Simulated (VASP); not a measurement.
Wanted: the native input for a VASP 6.6.1 run.

```yaml
Task: single point
Functional: PBE
Potentials_or_basis: VASP PAW PBE potentials, release 64 (W_sv, S)
Cutoff: 520 eV
k_mesh: 11 × 11 × 3
Occupations: fermi-dirac, width 0.02 eV
Spin: collinear spin
Starting_moments: "[2.0, 2.0, 0.0, 0.0, 0.0, 0.0] μB"
Dipole_correction: no
Further_INCAR_settings: ALGO = Normal; EDIFF = 1e-06; NBANDS = 39
```

The structure of WS2 lies in POSCAR:

```
WS2
1.0
    3.1800000000      0.0000000000      0.0000000000
   -1.5900000000      2.7539607840      0.0000000000
    0.0000000000      0.0000000000     12.5000000000
W S
2 4
Direct
    0.3333333333      0.6666666667      0.2500000000
    0.6666666667      0.3333333333      0.7500000000
    0.3333333333      0.6666666667      0.6244923889
    0.6666666667      0.3333333333      0.1244923889
    0.3333333333      0.6666666667      0.8755076111
    0.6666666667      0.3333333333      0.3755076111
```

One way to write it, as run:

INCAR

```
SYSTEM = WS2
  ALGO = Normal
  EDIFF = 1E-6
  ENCUT = 520
  GGA = PE
  ISIF = 2
  ISMEAR = -1
  ISPIN = 2
  LASPH = .True.
  LCHARG = .True.
  LELF = .True.
  LMAXMIX = 4
  LORBIT = 11
  LREAL = .False.
  LVHAR = .True.
  LWAVE = .False.
  MAGMOM = 2 2 0 0 0 0
  NBANDS = 39
  NELM = 150
  PREC = Accurate
  SIGMA = 0.02
```

KPOINTS

```
k-points
0
Gamma
  11 11 3
  0 0 0
```

Potentials or basis: VASP PAW PBE potentials, release 64 (W_sv, S).

Run with:

```console
$ cat potpaw_PBE.64/W_sv/POTCAR potpaw_PBE.64/S/POTCAR > POTCAR
$ mpirun -np 1 vasp_std > vasp.out
```

Results of the run:

```yaml
Pressure: 1.6 GPa
Largest_force: 0.003 eV/Å
Band_gap_on_the_k_mesh: 1.06 eV (least direct gap 2.01 eV)
Net_moment: 0.00 μB per cell
Valence_electrons_inside_the_program's_atomic_spheres: W 12.01; S 3.72
```

Caveat: spin-orbit coupling is left out, which moves the levels of the heavy elements; an odd mesh through Γ misses points on the zone boundary, where band edges can lie; this functional lacks dispersion, which binds the layers, so the pressure and a relaxed spacing across them are unreliable.

Run time: 3.3 min on 1 thread of Intel(R) Xeon(R) Platinum 8375C CPU @ 2.90GHz (Ice Lake), on a shared host, peak memory 0.38 GiB.
